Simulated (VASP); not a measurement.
# InP (I4/mmm) in VASP: a series of runs

Runs on InP. Level: PBEsol. Tasks: electric field gradients.

All numbers are computed with VASP 6.6.1; they aren't measurements. Logs are shortened: lines on timing, memory, paths and dates and some standing lists are left out, and cuts for length are marked.

## Step 1: The cell of the first run

Symmetry: I4/mmm, No. 139, tetragonal system. The conventional cell has a = 3.916 Å, b = 3.916 Å, c = 5.710 Å, α = 90.00°, β = 90.00°, γ = 90.00°. In (site symmetry 4/mmm) has 6 P at 2.77 to 2.85 Å within 3.7 Å. Within 3.7 Å of P (site symmetry 4/mmm) lie 6 In at 2.77 to 2.85 Å.

## Step 2: Electric field gradients, PBEsol (equal xx and yy strain of -3 %)

Input file INCAR:

```
PREC = Accurate ; ENCUT = 520
EDIFF = 1E-8 ; ISMEAR = -1
SIGMA = 0.03 ; LREAL = False
LASPH = True ; NELM = 80
ALGO = Normal ; ISIF = 2
LWAVE = False ; LCHARG = False
GGA = PS ; LEFG = True
NBANDS = 16
```

Input file KPOINTS:

```
regular mesh
0
Gamma
  11 11 11
```

Input file POSCAR:

```
InP
1.0
    0.0000000000      2.7693500000      2.8550000000
    2.7693500000      0.0000000000      2.8550000000
    2.7693500000      2.7693500000      0.0000000000
In P
1 1
Direct
    0.0000000000      0.0000000000      0.0000000000
    0.5000000000      0.5000000000      0.5000000000
```

Potentials or basis: VASP PAW PBE potentials, release 64 (In_d, P).

Command:

```
cat potpaw_PBE.64/In_d/POTCAR potpaw_PBE.64/P/POTCAR > POTCAR
mpirun -np 1 vasp_std > vasp.out
```

OUTCAR:

```text
PREC = Accurate
   ENCUT = 520
   EDIFF = 1E-8
   ISMEAR = -1
   LREAL = False
   LASPH = True
   NELM = 80
   ISIF = 2
   GGA = PS

 ion  position               nearest neighbor table
   1  0.000  0.000  0.000-   2 2.77   2 2.77   2 2.77   2 2.77   2 2.85   2 2.85
   2  0.500  0.500  0.500-   1 2.77   1 2.77   1 2.77   1 2.77   1 2.85   1 2.85

  LATTYP: Found a body centered tetragonal cell.
 ALAT       =     3.9164523290
 C/A-ratio  =     1.4579521262

  Lattice vectors:

 A1 = (  -2.7693500000,   0.0000000000,   2.8550000000)
 A2 = (   2.7693500000,   0.0000000000,   2.8550000000)
 A3 = (   0.0000000000,   2.7693500000,  -2.8550000000)

Analysis of symmetry for initial positions (statically):
=====================================================================
 Subroutine PRICEL returns:
 Original cell was already a primitive cell.

 Routine SETGRP: Setting up the symmetry group for a
 body centered tetragonal supercell.

 Subroutine GETGRP returns: Found 16 space group operations
 (whereof 16 operations were pure point group operations)
 out of a pool of 16 trial point group operations.

The static configuration has the point symmetry D_4h.

Analysis of symmetry for dynamics (positions and initial velocities):
=====================================================================
 Subroutine PRICEL returns:
 Original cell was already a primitive cell.

 Routine SETGRP: Setting up the symmetry group for a
 body centered tetragonal supercell.

 Subroutine GETGRP returns: Found 16 space group operations
 (whereof 16 operations were pure point group operations)
 out of a pool of 16 trial point group operations.

The dynamic configuration has the point symmetry D_4h.

 Subroutine INISYM returns: Found 16 space group operations
 (whereof 16 operations are pure point group operations),
 and found     1 'primitive' translations

----------------------------------------------------------------------------------------

                                     Primitive cell

  volume of cell :      43.7917

  direct lattice vectors                    reciprocal lattice vectors
     0.000000000  2.769350000  2.855000000    -0.180547782  0.180547782  0.175131349
     2.769350000  0.000000000  2.855000000     0.180547782 -0.180547782  0.175131349
     2.769350000  2.769350000  0.000000000     0.180547782  0.180547782 -0.175131349

  length of vectors
     3.977477143  3.977477143  3.916452329     0.309622338  0.309622338  0.309622338

  position of ions in fractional coordinates (direct lattice)
     0.000000000  0.000000000  0.000000000
     0.500000000  0.500000000  0.500000000

  ion indices of the primitive-cell ions
   primitive index   ion index
                 1           1
                 2           2

----------------------------------------------------------------------------------------

 KPOINTS: regular mesh

Automatic generation of k-mesh.
 Grid dimensions read from file:
 generate k-points for:   11   11   11

 Generating k-lattice:

  Cartesian coordinates                     Fractional coordinates (reciprocal lattice)
    -0.016413435  0.016413435  0.015921032     0.090909091  0.000000000  0.000000000
     0.016413435 -0.016413435  0.015921032     0.000000000  0.090909091  0.000000000
     0.016413435  0.016413435 -0.015921032     0.000000000  0.000000000  0.090909091

  Length of vectors
     0.028147485  0.028147485  0.028147485

  Shift w.r.t. Gamma in fractional coordinates (k-lattice)
     0.000000000  0.000000000  0.000000000

 Subroutine IBZKPT returns following result:
 ===========================================

 Found    126 irreducible k-points:

 Following reciprocal coordinates:
            Coordinates               Weight
  0.000000  0.000000  0.000000      1.000000
  0.090909 -0.000000  0.000000      8.000000
  0.181818 -0.000000  0.000000      8.000000
  0.272727 -0.000000  0.000000      8.000000
  0.363636 -0.000000  0.000000      8.000000
  0.454545 -0.000000  0.000000      8.000000
[... 16 lines left out ...]
 -0.272727  0.181818  0.000000      8.000000
 -0.181818  0.181818  0.000000      4.000000
 [... further k-points ...]
   k-points           NKPTS =    126   k-points in BZ     NKDIM =    126   number of bands    NBANDS=     16
   number of dos      NEDOS =    301   number of ions     NIONS =      2
   total plane-waves  NPLWV =  27000
   dimension x,y,z NGX =    30 NGY =   30 NGZ =   30
   dimension x,y,z NGXF=    60 NGYF=   60 NGZF=   60
   ions per type =               1   1
   NGX,Y,Z   is equivalent  to a cutoff of  12.54, 12.54, 12.73 a.u.
   NGXF,Y,Z  is equivalent  to a cutoff of  25.08, 25.08, 25.47 a.u.
 SYSTEM =  unknown system
   PREC   = accura    normal or accurate (medium, high low for compatibility)
   ISTART =      0    job   : 0-new  1-cont  2-samecut
   ICHARG =      2    charge: 1-file 2-atom 10-const
   ISPIN  =      1    spin polarized calculation?
   LNONCOLLINEAR =      F non collinear calculations
   LSORBIT =      F    spin-orbit coupling
   LASPH  =      T    aspherical Exc in radial PAW
   ENCUT  =  520.0 eV  38.22 Ry    6.18 a.u.   7.40  7.40  7.28*2*pi/ulx,y,z
   NELM   =     80;   NELMIN=  2; NELMDL= -5     # of ELM steps
   EDIFF  = 0.1E-07   stopping-criterion for ELM
   LREAL  =      F    real-space projection
   EDIFFG = 0.1E-06   stopping-criterion for IOM
   NSW    =      0    number of steps for IOM
   IBRION =     -1    ionic relax: 0-MD 1-quasi-New 2-CG
   NFREE  =      0    steps in history (QN), initial steepest desc. (CG)
   ISIF   =      2    stress and relaxation
   ISYM   =      2    0-nonsym 1-usesym 2-fastsym
   POTIM  = 0.5000    time-step for ionic-motion
   TEBEG  =    0.0;   TEEND  =   0.0 temperature during run
   PSTRESS=    0.0 pullay stress
   NELECT =      18.0000    total number of electrons
   NUPDOWN=      -1.0000    fix difference up-down
   EMIN   =  10.00;   EMAX   =-10.00  energy-range for DOS
   EFERMI =   0.00;   METHOD = LEGACY
   ISMEAR =    -1;   SIGMA  =   0.03  broadening in eV -4-tet -1-fermi 0-gaus
   EFERMI_NEDOS =   21; number of points for ismear=-14 and -15
   IALGO  =     38    algorithm
   IMIX   =      4    mixing-type and parameters
     AMIX     =   0.40;   BMIX     =  1.00
     AMIX_MAG =   1.60;   BMIX_MAG =  1.00
  volume/ion in A,a.u.               =      21.90       147.76
  Fermi-wavevector in a.u.,A,eV,Ry     =   1.217218  2.300209 20.158662  1.481620
  Thomas-Fermi vector in A             =   2.352546
   LORBIT       =      0    0 simple, 1 ext, 2 COOP (PROOUT), +10 PAW based schemes
   GGA     = PS    functional components
   LHFCALC =     F    Hartree Fock is set to
   AEXX    =    0.0000 exact exchange contribution
   IVDW    =     0    specifies the selected vdW correction
   LEPSILON=     F    determine dielectric tensor
   LRPA    =     F    only Hartree local field effects (RPA)
 non-spin polarized calculation
  energy-cutoff  :      520.00
  volume of cell :       43.79
 maximum number of plane-waves:      1203
 NGX is ok and might be reduce to    30
   NGX = 15   NGY = 15   NGZ = 15

 number of electron      18.0000002 magnetization

 Free energy of the ion-electron system (eV)
  ---------------------------------------------------
  ext. energy  EPLUGINS =         0.00000000
  ---------------------------------------------------
  free energy    TOTEN  =        -8.73805314 eV

  energy without entropy =       -8.73575454  energy(sigma->0) =       -8.73690384

 E-fermi :   6.5235     XC(G=0): -10.4102

 val. band max:        6.4971484608   @ k =   0.4545  -0.0000   0.2727
 cond. band min:       6.5487090922   @ k =   0.3636  -0.0000   0.0000
 fundamental gap:      0.0515606314
 Fermi energy:         6.5235048947

 k-point     1 :       0.0000    0.0000    0.0000
  band No.  band energies     occupation
      1      -7.5461      2.00000
      2      -7.5449      2.00000
      3      -7.5328      2.00000
      4      -7.5185      2.00000
      5      -7.5185      2.00000
      6      -5.2527      2.00000
[... 8 lines left out ...]
     15      15.0726      0.00000
     16      15.0726      0.00000

 k-point     2 :       0.0909   -0.0000    0.0000
  band No.  band energies     occupation
      1      -7.5488      2.00000
      2      -7.5488      2.00000
      3      -7.5291      2.00000
      4      -7.5170      2.00000
      5      -7.5140      2.00000
      6      -5.1532      2.00000
[... 8 lines left out ...]
     15      14.3775      0.00000
     16      14.8560      0.00000
[... 387 lines left out ...]
      5      -7.4695      2.00000
      6      -3.6521      2.00000
[... 8 lines left out ...]
     15      16.4088      0.00000
     16      18.7965      0.00000

 k-point    24 :      -0.1818    0.1818    0.0000
  band No.  band energies     occupation
      1      -7.5859      2.00000
      2      -7.5759      2.00000
      3      -7.5205      2.00000
      4      -7.4866      2.00000
      5      -7.4753      2.00000
      6      -4.2037      2.00000
[... 8 lines left out ...]
     15      16.1786      0.00000
     16      17.5112      0.00000

 [... further k-points ...]
[... 5 lines left out ...]
  --------------------------------------------------------------------------------------
  -------------------------------------------------------------------------------------
  Total       -1.1186865     -1.1186865     -1.9650862      0.0000000      0.0000000      0.0000000
  in kB      -40.9286278    -40.9286278    -71.8952810      0.0000000      0.0000000      0.0000000
  external PRESSURE =     -51.2508455 kB  Pullay stress =       0.0000000 kB

 VOLUME and BASIS-vectors are now :
 -----------------------------------------------------------------------------
  energy-cutoff  :      520.00
  volume of cell :       43.79
      direct lattice vectors                 reciprocal lattice vectors
     0.000000000  2.769350000  2.855000000    -0.180547782  0.180547782  0.175131349
     2.769350000  0.000000000  2.855000000     0.180547782 -0.180547782  0.175131349
     2.769350000  2.769350000  0.000000000     0.180547782  0.180547782 -0.175131349

 POSITION                                       TOTAL-FORCE (eV/Angst)
 -----------------------------------------------------------------------------------
      0.00000      0.00000      0.00000         0.000000     -0.000000      0.000000
      2.76935      2.76935      2.85500        -0.000000      0.000000      0.000000
 -----------------------------------------------------------------------------------
    total drift:                               -0.000000      0.000000      0.000000

  FREE ENERGIE OF THE ION-ELECTRON SYSTEM (eV)
  ---------------------------------------------------
  free  energy   TOTEN  =        -8.7380531364 eV

  energy  without entropy=       -8.7357545387  energy(sigma->0) =       -8.73690384

 Electric field gradients (V/A^2)
---------------------------------------------------------------------
 ion       V_xx      V_yy      V_zz      V_xy      V_xz      V_yz
---------------------------------------------------------------------
   1     -14.910   -14.910    29.821     0.002     0.001     0.001
   2       0.892     0.892    -1.784    -0.000    -0.000    -0.000
---------------------------------------------------------------------

 Electric field gradients after diagonalization (V/A^2)
 (convention: |V_zz| > |V_xx| > |V_yy|)
----------------------------------------------------------------------
 ion       V_xx      V_yy      V_zz     asymmetry (V_yy - V_xx)/ V_zz
----------------------------------------------------------------------
   1     -14.913   -14.908    29.821       0.000
   2       0.892     0.891    -1.784       0.001
----------------------------------------------------------------------

           NMR quadrupolar parameters

 Cq : quadrupolar parameter    Cq=e*Q*V_zz/h
 eta: asymmetry parameters     (V_yy - V_xx)/ V_zz
 Q  : nuclear electric quadrupole moment in mb (millibarn)
----------------------------------------------------------------------
 ion       Cq(MHz)       eta       Q (mb)
----------------------------------------------------------------------
   1       0.072       0.000       1.000
   2      -0.004       0.001       1.000
----------------------------------------------------------------------
```

Run time: 59 s. Hardware: 1 thread of Intel Xeon 6975P-C (Granite Rapids), shared host; peak memory 0.22 GiB.

What came out:

| Quantity | Value |
| --- | --- |
| Free energy | -8.7381 eV |
| Pressure | -5.1 GPa |
| Band gap on the k mesh | zero (band 9 reaches 6.91 eV, above the bottom of band 10 at 4.41 eV) |

Electric field gradients, principal values (V/Å²):
| atom | least | middle | greatest (by size) |
| --- | --- | --- | --- |
| 1 In | -14.908 | -14.913 | 29.821 |
| 2 P | 0.891 | 0.892 | -1.784 |

Caveat: the cell differs from its parent crystal (equal xx and yy strain of -3 %); without QUAD_EFG the Cq values of the log hold for a quadrupole moment of 1 mb, not for the nuclei; the PAW data sets were made with another functional, which shifts forces and pressure a little; spin-orbit coupling is left out, which moves the levels of the heavy elements.

(Continued in part 2 of 2.)
